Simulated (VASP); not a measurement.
The system is Al2Cu.

```
Al Cu
1.0
     4.10518    0.00000    0.00000
     0.00000    4.10518    0.00000
     0.00000    0.00000    2.89131
Al Cu
2 1
Cartesian
  2.0526 0.0000 1.4457
  0.0000 2.0526 1.4457
  0.0000 0.0000 0.0000
```

| Quantity | Value |
| --- | --- |
| Program | VASP 6.6.1 |
| Task | relaxation of cell and atoms |
| Functional | PBEsol |
| Potentials or basis | VASP PAW PBE potentials, release 64 (Al, Cu) |
| Cutoff | 600 eV |
| k mesh | 10 × 10 × 14 |
| Occupations | gaussian, width 0.1 eV |
| Spin | no spin polarisation |

At the start: pressure -1.6 GPa; volume 16.24 Å³/atom.

**Question.** How do energy, volume and symmetry change on relaxing?

**Answer.** Over 9 steps the energy falls by 2.9 meV/atom and the volume is 15.87 Å³/atom (-2.3 %); space group P4/mmm (No. 123, to 0.05 Å).

Step by step:
```tsv
step	energy change (eV)	largest force (eV/Å)	pressure (GPa)	volume (Å³)
1	0.0000	0.0000	-1.60	48.73
2	-0.0083	0.0000	0.31	47.59
3	-0.0083	0.0000	-0.04	47.65
4	-0.0083	0.0000	-0.06	47.63
5	-0.0085	0.0000	-0.08	47.65
6	-0.0086	0.0000	-0.16	47.67
7	-0.0086	0.0000	0.06	47.53
8	-0.0086	0.0000	0.11	47.58
9	-0.0086	0.0000	0.03	47.62
```

Final structure:
```
Al Cu
1.0
     4.08820    0.00000    0.00000
     0.00000    4.08820    0.00000
     0.00000    0.00000    2.84897
Al Cu
2 1
Direct
  0.50000 0.00000 0.50000
  0.00000 0.50000 0.50000
  0.00000 0.00000 0.00000
```

Caveat: the PAW data sets were made with another functional, which shifts forces and pressure a little.
